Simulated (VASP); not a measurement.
# Si4Ge2Ir (P4/mmm) in VASP: single point with PBE

Aim: the single point of Si4Ge2Ir with PBE.

Everything below comes from runs of VASP 6.6.1. Logs are shortened: lines on timing, memory, paths and dates and some standing lists are left out, and cuts for length are marked.

### 1 The cell of the first run

It takes space group P4/mmm (No. 123, tetragonal). Conventional cell: a = 4.149 Å, b = 4.149 Å, c = 8.035 Å, α = 90.00°, β = 90.00°, γ = 90.00°. Si (site symmetry 2mm) has 2 Ir at 2.50 Å and 2 Ge at 2.50 Å and 5 Si at 2.78 to 2.93 Å within 3.3 Å. Ge (site symmetry 4mm) has 1 Ge at 2.46 Å and 4 Si at 2.50 Å within 3.3 Å. Within 3.3 Å of Ir (site symmetry 4/mmm) lie 8 Si at 2.50 Å.

The cell was generated, and may not be a known phase.

### 2 Single point, PBE

Input file INCAR:

```
SYSTEM = Si4Ge2Ir
ALGO = Normal ; EDIFF = 1E-6
ENCUT = 520 ; GGA = PE
ISIF = 2 ; ISMEAR = 0
LASPH = .TRUE. ; LCHARG = .FALSE.
LREAL = .FALSE. ; LWAVE = .FALSE.
NBANDS = 36 ; NELM = 100
PREC = Accurate ; SIGMA = 0.2
```

Input file KPOINTS:

```
k-points
0
G
  4 4 3
  0 0 0
```

Input file POSCAR:

```
Si4Ge2Ir
1.0
    4.1489715604      0.0000000000      0.0000000000
    0.0000000000      4.1489715604      0.0000000000
    0.0000000000      0.0000000000      8.0351321802
Si Ge Ir
4 2 1
Direct
    0.0000000000      0.5000000000      0.9428735652
    0.5000000000      0.0000000000      0.9428735652
    0.0000000000      0.5000000000      0.2883818561
    0.5000000000      0.0000000000      0.2883818561
    0.0000000000      0.0000000000      0.7688820775
    0.0000000000      0.0000000000      0.4623771744
    0.5000000000      0.5000000000      0.1156224256
```

Potentials or basis: VASP PAW PBE potentials, release 64 (Si, Ge_d, Ir).

Launch:

```sh
$ cat potpaw_PBE.64/Si/POTCAR potpaw_PBE.64/Ge_d/POTCAR potpaw_PBE.64/Ir/POTCAR > POTCAR
$ mpirun -np 1 vasp_std > vasp.out
```

OUTCAR:

```text
SYSTEM = Si4Ge2Ir
   EDIFF = 1E-6
   ENCUT = 520
   GGA = PE
   ISIF = 2
   ISMEAR = 0
   LASPH = .TRUE.
   LREAL = .FALSE.
   NELM = 100
   PREC = Accurate

 ion  position               nearest neighbor table
   1  0.000  0.500  0.943-   7 2.50   7 2.50   5 2.50   5 2.50   3 2.78   2 2.93   2 2.93   2 2.93
                             2 2.93
   2  0.500  0.000  0.943-   7 2.50   7 2.50   5 2.50   5 2.50   4 2.78   1 2.93   1 2.93   1 2.93
                             1 2.93
   3  0.000  0.500  0.288-   7 2.50   7 2.50   6 2.50   6 2.50   1 2.78   4 2.93   4 2.93   4 2.93
                             4 2.93
   4  0.500  0.000  0.288-   7 2.50   7 2.50   6 2.50   6 2.50   2 2.78   3 2.93   3 2.93   3 2.93
                             3 2.93
   5  0.000  0.000  0.769-   6 2.46   2 2.50   1 2.50   1 2.50   2 2.50
   6  0.000  0.000  0.462-   5 2.46   4 2.50   3 2.50   3 2.50   4 2.50
   7  0.500  0.500  0.116-   1 2.50   2 2.50   2 2.50   1 2.50   3 2.50   4 2.50   4 2.50   3 2.50

  LATTYP: Found a simple tetragonal cell.
 ALAT       =     4.1489715604
 C/A-ratio  =     1.9366563649

  Lattice vectors:

 A1 = (   4.1489715604,   0.0000000000,   0.0000000000)
 A2 = (   0.0000000000,   4.1489715604,   0.0000000000)
 A3 = (   0.0000000000,   0.0000000000,   8.0351321802)

Analysis of symmetry for initial positions (statically):
=====================================================================
 Subroutine PRICEL returns:
 Original cell was already a primitive cell.

 Routine SETGRP: Setting up the symmetry group for a
 simple tetragonal supercell.

 Subroutine GETGRP returns: Found  8 space group operations
 (whereof  8 operations were pure point group operations)
 out of a pool of 16 trial point group operations.

The static configuration has the point symmetry C_4v.

Analysis of symmetry for dynamics (positions and initial velocities):
=====================================================================
 Subroutine PRICEL returns:
 Original cell was already a primitive cell.

 Routine SETGRP: Setting up the symmetry group for a
 simple tetragonal supercell.

 Subroutine GETGRP returns: Found  8 space group operations
 (whereof  8 operations were pure point group operations)
 out of a pool of 16 trial point group operations.

The dynamic configuration has the point symmetry C_4v.

 Subroutine INISYM returns: Found  8 space group operations
 (whereof  8 operations are pure point group operations),
 and found     1 'primitive' translations

----------------------------------------------------------------------------------------

                                     Primitive cell

  volume of cell :     138.3165

  direct lattice vectors                    reciprocal lattice vectors
     4.148971560  0.000000000  0.000000000     0.241023585  0.000000000  0.000000000
     0.000000000  4.148971560  0.000000000     0.000000000  0.241023585  0.000000000
     0.000000000  0.000000000  8.035132180     0.000000000  0.000000000  0.124453460

  length of vectors
     4.148971560  4.148971560  8.035132180     0.241023585  0.241023585  0.124453460

  position of ions in fractional coordinates (direct lattice)
     0.000000000  0.500000000  0.942873565
     0.500000000  0.000000000  0.942873565
     0.000000000  0.500000000  0.288381856
     0.500000000  0.000000000  0.288381856
     0.000000000  0.000000000  0.768882078
     0.000000000  0.000000000  0.462377174
     0.500000000  0.500000000  0.115622426

  ion indices of the primitive-cell ions
   primitive index   ion index
                 1           1
                 2           2
                 3           3
                 4           4
                 5           5
                 6           6
                 7           7

----------------------------------------------------------------------------------------

 KPOINTS: k-points

Automatic generation of k-mesh.
 Grid dimensions read from file:
 generate k-points for:    4    4    3

 Generating k-lattice:

  Cartesian coordinates                     Fractional coordinates (reciprocal lattice)
     0.060255896  0.000000000  0.000000000     0.250000000  0.000000000  0.000000000
     0.000000000  0.060255896  0.000000000     0.000000000  0.250000000  0.000000000
     0.000000000  0.000000000  0.041484487     0.000000000  0.000000000  0.333333333

  Length of vectors
     0.060255896  0.060255896  0.041484487

  Shift w.r.t. Gamma in fractional coordinates (k-lattice)
     0.000000000  0.000000000  0.000000000

 Subroutine IBZKPT returns following result:
 ===========================================

 Found     12 irreducible k-points:

 Following reciprocal coordinates:
            Coordinates               Weight
  0.000000  0.000000  0.000000      1.000000
  0.250000  0.000000  0.000000      4.000000
  0.500000  0.000000  0.000000      2.000000
  0.250000  0.250000  0.000000      4.000000
  0.500000  0.250000  0.000000      4.000000
  0.500000  0.500000  0.000000      1.000000
  0.000000  0.000000  0.333333      2.000000
  0.250000  0.000000  0.333333      8.000000
  0.500000  0.000000  0.333333      4.000000
  0.250000  0.250000  0.333333      8.000000
  0.500000  0.250000  0.333333      8.000000
  0.500000  0.500000  0.333333      2.000000
   k-points           NKPTS =     12   k-points in BZ     NKDIM =     12   number of bands    NBANDS=     36
   number of dos      NEDOS =    301   number of ions     NIONS =      7
   total plane-waves  NPLWV =  61440
   dimension x,y,z NGX =    32 NGY =   32 NGZ =   60
   dimension x,y,z NGXF=    64 NGYF=   64 NGZF=  120
   ions per type =               4   2   1
   NGX,Y,Z   is equivalent  to a cutoff of  12.82, 12.82, 12.41 a.u.
   NGXF,Y,Z  is equivalent  to a cutoff of  25.64, 25.64, 24.83 a.u.
 SYSTEM =  Si4Ge2Ir
   PREC   = accura    normal or accurate (medium, high low for compatibility)
   ISTART =      0    job   : 0-new  1-cont  2-samecut
   ICHARG =      2    charge: 1-file 2-atom 10-const
   ISPIN  =      1    spin polarized calculation?
   LNONCOLLINEAR =      F non collinear calculations
   LSORBIT =      F    spin-orbit coupling
   LASPH  =      T    aspherical Exc in radial PAW
   ENCUT  =  520.0 eV  38.22 Ry    6.18 a.u.   7.71  7.71 14.94*2*pi/ulx,y,z
   NELM   =    100;   NELMIN=  2; NELMDL= -5     # of ELM steps
   EDIFF  = 0.1E-05   stopping-criterion for ELM
   LREAL  =      F    real-space projection
   EDIFFG = 0.1E-04   stopping-criterion for IOM
   NSW    =      0    number of steps for IOM
   IBRION =     -1    ionic relax: 0-MD 1-quasi-New 2-CG
   NFREE  =      0    steps in history (QN), initial steepest desc. (CG)
   ISIF   =      2    stress and relaxation
   ISYM   =      2    0-nonsym 1-usesym 2-fastsym
   POTIM  = 0.5000    time-step for ionic-motion
   TEBEG  =    0.0;   TEEND  =   0.0 temperature during run
   PSTRESS=    0.0 pullay stress
   NELECT =      53.0000    total number of electrons
   NUPDOWN=      -1.0000    fix difference up-down
   EMIN   =  10.00;   EMAX   =-10.00  energy-range for DOS
   EFERMI =   0.00;   METHOD = LEGACY
   ISMEAR =     0;   SIGMA  =   0.20  broadening in eV -4-tet -1-fermi 0-gaus
   EFERMI_NEDOS =   21; number of points for ismear=-14 and -15
   IALGO  =     38    algorithm
   IMIX   =      4    mixing-type and parameters
     AMIX     =   0.40;   BMIX     =  1.00
     AMIX_MAG =   1.60;   BMIX_MAG =  1.00
  volume/ion in A,a.u.               =      19.76       133.34
  Fermi-wavevector in a.u.,A,eV,Ry     =   1.189074  2.247024 19.237230  1.413896
  Thomas-Fermi vector in A             =   2.325189
   LORBIT       =      0    0 simple, 1 ext, 2 COOP (PROOUT), +10 PAW based schemes
   GGA     = PE    functional components
   LHFCALC =     F    Hartree Fock is set to
   AEXX    =    0.0000 exact exchange contribution
   IVDW    =     0    specifies the selected vdW correction
   LEPSILON=     F    determine dielectric tensor
   LRPA    =     F    only Hartree local field effects (RPA)
 non-spin polarized calculation
 Gauss-broadening in eV      SIGMA  =   0.20
  energy-cutoff  :      520.00
  volume of cell :      138.32
 maximum number of plane-waves:      3738
 NGX is ok and might be reduce to    32
   NGX = 15   NGY = 15   NGZ = 29

 number of electron      53.0000027 magnetization

 Free energy of the ion-electron system (eV)
  ---------------------------------------------------
  ext. energy  EPLUGINS =         0.00000000
  ---------------------------------------------------
  free energy    TOTEN  =       -39.98710337 eV

  energy without entropy =      -39.96217393  energy(sigma->0) =      -39.97463865

 E-fermi :   6.2932     XC(G=0):  -9.9857

 val. band max:        6.2779592064   @ k =   0.2500   0.0000   0.0000
 cond. band min:       6.3117446116   @ k =   0.5000   0.0000   0.0000
 fundamental gap:      0.0337854052
 Fermi energy:         6.2931925884

 k-point     1 :       0.0000    0.0000    0.0000
  band No.  band energies     occupation
      1     -18.5075      2.00000
      2     -18.4377      2.00000
      3     -18.4377      2.00000
      4     -18.3984      2.00000
      5     -18.3876      2.00000
      6     -18.3780      2.00000
[... 28 lines left out ...]
     35      11.5094      0.00000
     36      11.5478      0.00000

 k-point     2 :       0.2500    0.0000    0.0000
  band No.  band energies     occupation
      1     -18.5070      2.00000
      2     -18.4388      2.00000
      3     -18.4376      2.00000
      4     -18.3963      2.00000
      5     -18.3858      2.00000
      6     -18.3786      2.00000
[... 28 lines left out ...]
     35      10.1021      0.00000
     36      10.2846      0.00000
[... 349 lines left out ...]
     35      11.3649      0.00000
     36      11.5553      0.00000

 k-point    12 :       0.5000    0.5000    0.3333
  band No.  band energies     occupation
      1     -18.5055      2.00000
      2     -18.4398      2.00000
      3     -18.4398      2.00000
      4     -18.3900      2.00000
      5     -18.3804      2.00000
      6     -18.3800      2.00000
[... 28 lines left out ...]
     35      11.7198      0.00000
     36      12.5300      0.00000

------------------------ aborting loop because EDIFF is reached ----------------------------------------

  FORCE on cell =-STRESS in cart. coord.  units (eV):
  Direction    XX          YY          ZZ          XY          YZ          ZX
  --------------------------------------------------------------------------------------
  -------------------------------------------------------------------------------------
  Total       -0.0582160     -0.0582160     -0.0292835      0.0000000      0.0000000      0.0000000
  in kB       -0.6743398     -0.6743398     -0.3392035      0.0000000      0.0000000      0.0000000
  external PRESSURE =      -0.5626277 kB  Pullay stress =       0.0000000 kB

 VOLUME and BASIS-vectors are now :
 -----------------------------------------------------------------------------
  energy-cutoff  :      520.00
  volume of cell :      138.32
      direct lattice vectors                 reciprocal lattice vectors
     4.148971560  0.000000000  0.000000000     0.241023585  0.000000000  0.000000000
     0.000000000  4.148971560  0.000000000     0.000000000  0.241023585  0.000000000
     0.000000000  0.000000000  8.035132180     0.000000000  0.000000000  0.124453460

 POSITION                                       TOTAL-FORCE (eV/Angst)
 -----------------------------------------------------------------------------------
      0.00000      2.07449      7.57611         0.000000      0.000000      0.022189
      2.07449      0.00000      7.57611         0.000000      0.000000      0.022189
      0.00000      2.07449      2.31719         0.000000      0.000000     -0.022387
      2.07449      0.00000      2.31719         0.000000      0.000000     -0.022387
      0.00000      0.00000      6.17807         0.000000      0.000000     -0.052004
      0.00000      0.00000      3.71526        -0.000000     -0.000000      0.051739
      2.07449      2.07449      0.92904        -0.000000      0.000000      0.000662
 -----------------------------------------------------------------------------------
    total drift:                                0.000000     -0.000000      0.000078

  FREE ENERGIE OF THE ION-ELECTRON SYSTEM (eV)
  ---------------------------------------------------
  free  energy   TOTEN  =       -39.9871033740 eV

  energy  without entropy=      -39.9621739252  energy(sigma->0) =      -39.97463865
```

It took 32 s on 1 thread of AMD EPYC 9R45 (Zen 5), shared host; peak memory 0.23 GiB.

What came out:

* Free energy: -39.9871 eV
* Pressure: -0.1 GPa
* Largest force: 0.052 eV/Å
* Band gap on the k mesh: zero (an odd number of electrons rules out a gap without spin polarisation)

Forces on the atoms (eV/Å):
```
Si   0.000  0.000  0.022
Si   0.000  0.000  0.022
Si   0.000  0.000 -0.022
Si   0.000  0.000 -0.022
Ge   0.000  0.000 -0.052
Ge   0.000  0.000  0.052
Ir   0.000  0.000  0.001
```

Caveat: the k points lie up to 0.38 Å⁻¹ apart, too coarse for converged energies and pressures of a metal; spin-orbit coupling is left out, which moves the levels of the heavy elements; an odd number of electrons without spin polarisation forces a metal; a magnetic or distorted state may lie lower.

The gap in the log of VASP goes by the Fermi energy; the results here count the filled bands.